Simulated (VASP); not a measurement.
Write the native input for VASP 6.6.1 that does the following.

| Item | Value |
| --- | --- |
| Task | single point |
| Functional | r2SCAN |
| Potentials or basis | VASP PAW PBE potentials, release 64 (As) |
| Cutoff | 520 eV |
| k mesh | 13 × 13 × 13 |
| Occupations | fermi-dirac, width 0.1 eV |
| Spin | no spin polarisation |
| Dipole correction | no |
| Further INCAR settings | ALGO = Normal; EDIFF = 1e-07; NBANDS = 8 |

As:

```
As
1.0
     2.63389    0.00000    0.00000
     0.00000    2.63389    0.00000
     0.00000    0.00000    2.63389
As
1
Direct
  0.00000 0.00000 0.00000
```

This cell differs from its parent crystal: volume scaled by 0.92.

These files were run (other wordings do the same):

POSCAR

```
As
1.0
    2.6338857437      0.0000000000      0.0000000000
    0.0000000000      2.6338857437      0.0000000000
    0.0000000000      0.0000000000      2.6338857437
As
1
Direct
    0.0000000000      0.0000000000      0.0000000000
```

INCAR.step1

```
PREC = Accurate
ENCUT = 520
ISMEAR = -1
SIGMA = 0.1
LREAL = F
LASPH = T
NELM = 80
NBANDS = 8
GGA = PE
ALGO = Normal
EDIFF = 1E-4
LWAVE = T
LCHARG = F
```

INCAR.step2

```
PREC = Accurate
ENCUT = 520
EDIFF = 1E-7
ISMEAR = -1
SIGMA = 0.1
LREAL = F
LASPH = T
NELM = 80
ALGO = Normal
ISIF = 2
LWAVE = F
LCHARG = F
METAGGA = R2SCAN
LMIXTAU = T
NBANDS = 8
ISTART = 1
```

KPOINTS

```
regular mesh
0
Gamma
  13 13 13
```

Potentials or basis: VASP PAW PBE potentials, release 64 (As).

Launch:

```sh
$ cat potpaw_PBE.64/As/POTCAR > POTCAR
$ cp INCAR.step1 INCAR
$ mpirun -np 1 vasp_std > vasp.out
$ cp INCAR.step2 INCAR
$ mpirun -np 1 vasp_std > vasp.out
```

It gave:

```yaml
Pressure: 8.8 GPa
```

Caveat: the PAW data sets were made with another functional, which shifts forces and pressure a little.

Run time: 52 s on 1 thread of Intel Xeon 8259CL, on a shared host, peak memory 0.13 GiB.
